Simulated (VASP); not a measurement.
# Ru (P6_3/mmc) in VASP: single point with LDA

Aim: the single point of Ru with LDA.

All numbers are computed with VASP 6.6.1; they aren't measurements. Logs are shortened: lines on timing, memory, paths and dates and some standing lists are left out, and cuts for length are marked.

**1. The cell of the first run**

Symmetry: P6_3/mmc, No. 194, hexagonal system. Conventional cell: a = 2.675 Å, b = 2.675 Å, c = 4.224 Å, α = 90.00°, β = 90.00°, γ = 120.00°. Within 3.5 Å of Ru (site symmetry -6m2) lie 12 Ru at 2.62 to 2.68 Å.

**2. Single point, LDA**

The input, INCAR:

```
SYSTEM = Ru
PREC     = Accurate       ! precision mode
ENCUT    = 560            ! plane-wave cutoff, eV
EDIFF    = 1E-6           ! SCF threshold, eV
ISMEAR   = 0              ! smearing method
SIGMA    = 0.2            ! smearing width, eV
LREAL    = .FALSE.        ! projectors in reciprocal space
LASPH    = .TRUE.         ! aspherical terms in the spheres
NELM     = 120            ! most SCF steps
ALGO     = Normal         ! electronic algorithm
ISIF     = 2              ! what is computed and relaxed
LWAVE    = .FALSE.        ! write WAVECAR
LCHARG   = .TRUE.         ! write CHGCAR
GGA      = CA             ! functional
LELF     = .TRUE.         ! ELF
LVHAR    = .TRUE.       
NBANDS   = 23             ! bands
GGA_COMPAT= .FALSE.
```

The input, KPOINTS:

```
regular mesh
0
G
  18 18 12
  0 0 0
```

The input, POSCAR:

```
Ru
1.0
    2.6752485891      0.0000000000      0.0000000000
   -1.3376242945      2.3168332396      0.0000000000
    0.0000000000      0.0000000000      4.2238068898
Ru
2
Direct
    0.3333333333      0.6666666667      0.2500000000
    0.6666666667      0.3333333333      0.7500000000
```

Potentials or basis: VASP PAW LDA potentials, release 64 (Ru_sv).

The run is started by

```console
$ cat potpaw_LDA.64/Ru_sv/POTCAR > POTCAR
$ mpirun -np 1 vasp_std > vasp.out
```

OUTCAR:

```text
SYSTEM = Ru
   PREC = Accurate
   ENCUT = 560
   EDIFF = 1E-6
   ISMEAR = 0
   LREAL = .FALSE.
   LASPH = .TRUE.
   NELM = 120
   ISIF = 2
   GGA = CA

 ion  position               nearest neighbor table
   1  0.333  0.667  0.250-   2 2.62   2 2.62   2 2.62   2 2.62   2 2.62   2 2.62
   2  0.667  0.333  0.750-   1 2.62   1 2.62   1 2.62   1 2.62   1 2.62   1 2.62

  LATTYP: Found a hexagonal cell.
 ALAT       =     2.6752485891
 C/A-ratio  =     1.5788465068

  Lattice vectors:

 A1 = (   2.6752485891,   0.0000000000,   0.0000000000)
 A2 = (  -1.3376242945,   2.3168332396,   0.0000000000)
 A3 = (   0.0000000000,   0.0000000000,   4.2238068898)

Analysis of symmetry for initial positions (statically):
=====================================================================
 Subroutine PRICEL returns:
 Original cell was already a primitive cell.

 Routine SETGRP: Setting up the symmetry group for a
 hexagonal supercell.

 Subroutine GETGRP returns: Found 24 space group operations
 (whereof 12 operations were pure point group operations)
 out of a pool of 24 trial point group operations.

The static configuration has the point symmetry D_3d.
 The point group associated with its full space group is D_6h.

Analysis of symmetry for dynamics (positions and initial velocities):
=====================================================================
 Subroutine PRICEL returns:
 Original cell was already a primitive cell.

 Routine SETGRP: Setting up the symmetry group for a
 hexagonal supercell.

 Subroutine GETGRP returns: Found 24 space group operations
 (whereof 12 operations were pure point group operations)
 out of a pool of 24 trial point group operations.

The dynamic configuration has the point symmetry D_3d.
 The point group associated with its full space group is D_6h.

 Subroutine INISYM returns: Found 24 space group operations
 (whereof 12 operations are pure point group operations),
 and found     1 'primitive' translations

----------------------------------------------------------------------------------------

                                     Primitive cell

  volume of cell :      26.1796

  direct lattice vectors                    reciprocal lattice vectors
     2.675248589  0.000000000  0.000000000     0.373797039  0.215811821  0.000000000
    -1.337624295  2.316833240  0.000000000     0.000000000  0.431623642  0.000000000
     0.000000000  0.000000000  4.223806890     0.000000000  0.000000000  0.236753248

  length of vectors
     2.675248589  2.675248589  4.223806890     0.431623642  0.431623642  0.236753248

  position of ions in fractional coordinates (direct lattice)
     0.333333333  0.666666667  0.250000000
     0.666666667  0.333333333  0.750000000

  ion indices of the primitive-cell ions
   primitive index   ion index
                 1           1
                 2           2

----------------------------------------------------------------------------------------

 KPOINTS: regular mesh

Automatic generation of k-mesh.
 Grid dimensions read from file:
 generate k-points for:   18   18   12

 Generating k-lattice:

  Cartesian coordinates                     Fractional coordinates (reciprocal lattice)
     0.020766502  0.011989546  0.000000000     0.055555556  0.000000000  0.000000000
     0.000000000  0.023979091  0.000000000     0.000000000  0.055555556  0.000000000
     0.000000000  0.000000000  0.019729437     0.000000000  0.000000000  0.083333333

  Length of vectors
     0.023979091  0.023979091  0.019729437

  Shift w.r.t. Gamma in fractional coordinates (k-lattice)
     0.000000000  0.000000000  0.000000000

 Subroutine IBZKPT returns following result:
 ===========================================

 Found    259 irreducible k-points:

 Following reciprocal coordinates:
            Coordinates               Weight
  0.000000  0.000000  0.000000      1.000000
  0.055556  0.000000  0.000000      6.000000
  0.111111  0.000000  0.000000      6.000000
  0.166667  0.000000  0.000000      6.000000
  0.222222  0.000000  0.000000      6.000000
  0.277778  0.000000  0.000000      6.000000
[... 16 lines left out ...]
  0.333333  0.111111  0.000000     12.000000
  0.388889  0.111111  0.000000     12.000000
 [... further k-points ...]
   k-points           NKPTS =    259   k-points in BZ     NKDIM =    259   number of bands    NBANDS=     23
   number of dos      NEDOS =    301   number of ions     NIONS =      2
   total plane-waves  NPLWV =  20736
   dimension x,y,z NGX =    24 NGY =   24 NGZ =   36
   dimension x,y,z NGXF=    48 NGYF=   48 NGZF=   72
   ions per type =               2
   NGX,Y,Z   is equivalent  to a cutoff of  14.91, 14.91, 14.17 a.u.
   NGXF,Y,Z  is equivalent  to a cutoff of  29.83, 29.83, 28.34 a.u.
 SYSTEM =  Ru
   PREC   = accura    normal or accurate (medium, high low for compatibility)
   ISTART =      0    job   : 0-new  1-cont  2-samecut
   ICHARG =      2    charge: 1-file 2-atom 10-const
   ISPIN  =      1    spin polarized calculation?
   LNONCOLLINEAR =      F non collinear calculations
   LSORBIT =      F    spin-orbit coupling
   LASPH  =      T    aspherical Exc in radial PAW
   ENCUT  =  560.0 eV  41.16 Ry    6.42 a.u.   5.16  5.16  8.15*2*pi/ulx,y,z
   NELM   =    120;   NELMIN=  2; NELMDL= -5     # of ELM steps
   EDIFF  = 0.1E-05   stopping-criterion for ELM
   LREAL  =      F    real-space projection
   EDIFFG = 0.1E-04   stopping-criterion for IOM
   NSW    =      0    number of steps for IOM
   IBRION =     -1    ionic relax: 0-MD 1-quasi-New 2-CG
   NFREE  =      0    steps in history (QN), initial steepest desc. (CG)
   ISIF   =      2    stress and relaxation
   ISYM   =      2    0-nonsym 1-usesym 2-fastsym
   POTIM  = 0.5000    time-step for ionic-motion
   TEBEG  =    0.0;   TEEND  =   0.0 temperature during run
   PSTRESS=    0.0 pullay stress
   NELECT =      32.0000    total number of electrons
   NUPDOWN=      -1.0000    fix difference up-down
   EMIN   =  10.00;   EMAX   =-10.00  energy-range for DOS
   EFERMI =   0.00;   METHOD = LEGACY
   ISMEAR =     0;   SIGMA  =   0.20  broadening in eV -4-tet -1-fermi 0-gaus
   EFERMI_NEDOS =   21; number of points for ismear=-14 and -15
   IALGO  =     38    algorithm
   IMIX   =      4    mixing-type and parameters
     AMIX     =   0.40;   BMIX     =  1.00
     AMIX_MAG =   1.60;   BMIX_MAG =  1.00
  volume/ion in A,a.u.               =      13.09        88.33
  Fermi-wavevector in a.u.,A,eV,Ry     =   1.750399  3.307775 41.686866  3.063898
  Thomas-Fermi vector in A             =   2.821126
   LORBIT       =      0    0 simple, 1 ext, 2 COOP (PROOUT), +10 PAW based schemes
   GGA     = CA    functional components
   LHFCALC =     F    Hartree Fock is set to
   AEXX    =    0.0000 exact exchange contribution
   IVDW    =     0    specifies the selected vdW correction
   LEPSILON=     F    determine dielectric tensor
   LRPA    =     F    only Hartree local field effects (RPA)
 non-spin polarized calculation
 Gauss-broadening in eV      SIGMA  =   0.20
  energy-cutoff  :      560.00
  volume of cell :       26.18
 maximum number of plane-waves:       808
 NGX is ok and might be reduce to    24
   NGX = 11   NGY = 11   NGZ = 17

 number of electron      32.0000002 magnetization

 Free energy of the ion-electron system (eV)
  ---------------------------------------------------
  ext. energy  EPLUGINS =         0.00000000
  ---------------------------------------------------
  free energy    TOTEN  =       -21.41629419 eV

  energy without entropy =      -21.38552157  energy(sigma->0) =      -21.40090788

 E-fermi :  15.7236     XC(G=0): -14.7431

 val. band max:       15.7208444629   @ k =   0.4444   0.1111   0.5000
 cond. band min:      15.7510190159   @ k =   0.3889   0.0000   0.2500
 fundamental gap:      0.0301745530
 Fermi energy:        15.7236449767

 k-point     1 :       0.0000    0.0000    0.0000
  band No.  band energies     occupation
      1     -57.0989      2.00000
      2     -56.8529      2.00000
      3     -27.8885      2.00000
      4     -26.8161      2.00000
      5     -26.8161      2.00000
      6     -26.6202      2.00000
[... 15 lines left out ...]
     22      30.5907      0.00000
     23      33.1583      0.00000

 k-point     2 :       0.0556    0.0000    0.0000
  band No.  band energies     occupation
      1     -57.0936      2.00000
      2     -56.8508      2.00000
      3     -27.8764      2.00000
      4     -26.8420      2.00000
      5     -26.8249      2.00000
      6     -26.6472      2.00000
[... 15 lines left out ...]
     22      30.8083      0.00000
     23      33.2990      0.00000

 k-point     3 :       0.1111    0.0000    0.0000
  band No.  band energies     occupation
      1     -57.0779      2.00000
      2     -56.8449      2.00000
      3     -27.8408      2.00000
      4     -26.9165      2.00000
      5     -26.8498      2.00000
      6     -26.7239      2.00000
[... 15 lines left out ...]
     22      31.3758      0.00000
     23      33.6672      0.00000

 k-point     4 :       0.1667    0.0000    0.0000
  band No.  band energies     occupation
      1     -57.0535      2.00000
      2     -56.8363      2.00000
      3     -27.7839      2.00000
      4     -27.0306      2.00000
      5     -26.8869      2.00000
      6     -26.8393      2.00000
[... 15 lines left out ...]
     22      31.8493      0.00000
     23      33.8850      0.00000

 k-point     5 :       0.2222    0.0000    0.0000
  band No.  band energies     occupation
      1     -57.0226      2.00000
      2     -56.8266      2.00000
      3     -27.7091      2.00000
      4     -27.1705      2.00000
      5     -26.9776      2.00000
      6     -26.9310      2.00000
[... 434 lines left out ...]
 k-point    22 :       0.2778    0.1111    0.0000
  band No.  band energies     occupation
      1     -56.9439      2.00000
      2     -56.8102      2.00000
      3     -27.5002      2.00000
      4     -27.4429      2.00000
      5     -27.2872      2.00000
      6     -27.0342      2.00000
[... 15 lines left out ...]
     22      27.4654      0.00000
     23      29.7607      0.00000

 k-point    23 :       0.3333    0.1111    0.0000
  band No.  band energies     occupation
      1     -56.9139      2.00000
      2     -56.8088      2.00000
      3     -27.5491      2.00000
      4     -27.4099      2.00000
      5     -27.3585      2.00000
      6     -27.0883      2.00000
[... 15 lines left out ...]
     22      27.2805      0.00000
     23      28.6856      0.00000

 k-point    24 :       0.3889    0.1111    0.0000
  band No.  band energies     occupation
      1     -56.8916      2.00000
      2     -56.8105      2.00000
      3     -27.6181      2.00000
      4     -27.4050      2.00000
      5     -27.3367      2.00000
      6     -27.1230      2.00000
[... 15 lines left out ...]
     22      27.9135      0.00000
     23      28.2307      0.00000

 [... further k-points ...]

------------------------ aborting loop because EDIFF is reached ----------------------------------------

  FORCE on cell =-STRESS in cart. coord.  units (eV):
  Direction    XX          YY          ZZ          XY          YZ          ZX
  --------------------------------------------------------------------------------------
  -------------------------------------------------------------------------------------
  Total        0.0862877      0.0862877      0.0923960      0.0000000      0.0000000      0.0000000
  in kB        5.2807607      5.2807607      5.6545858      0.0000000      0.0000000      0.0000000
  external PRESSURE =       5.4053691 kB  Pullay stress =       0.0000000 kB

 VOLUME and BASIS-vectors are now :
 -----------------------------------------------------------------------------
  energy-cutoff  :      560.00
  volume of cell :       26.18
      direct lattice vectors                 reciprocal lattice vectors
     2.675248589  0.000000000  0.000000000     0.373797039  0.215811821  0.000000000
    -1.337624295  2.316833240  0.000000000     0.000000000  0.431623642  0.000000000
     0.000000000  0.000000000  4.223806890     0.000000000  0.000000000  0.236753248

 POSITION                                       TOTAL-FORCE (eV/Angst)
 -----------------------------------------------------------------------------------
     -0.00000      1.54456      1.05595        -0.000000     -0.000000      0.000000
      1.33762      0.77228      3.16786         0.000000      0.000000      0.000000
 -----------------------------------------------------------------------------------
    total drift:                               -0.000000      0.000000     -0.000000

  FREE ENERGIE OF THE ION-ELECTRON SYSTEM (eV)
  ---------------------------------------------------
  free  energy   TOTEN  =       -21.4162941873 eV

  energy  without entropy=      -21.3855215688  energy(sigma->0) =      -21.40090788
```

Wall time 78 s (1 thread of AMD EPYC 9R45 (Zen 5), shared host); peak memory 0.21 GiB.

What came out:

- Free energy: -21.4163 eV
- Pressure: 0.5 GPa
- Band gap on the k mesh: zero (bands 16 and 17 overlap by 3.46 eV)

The gap in the log of VASP goes by the Fermi energy; the results here count the filled bands.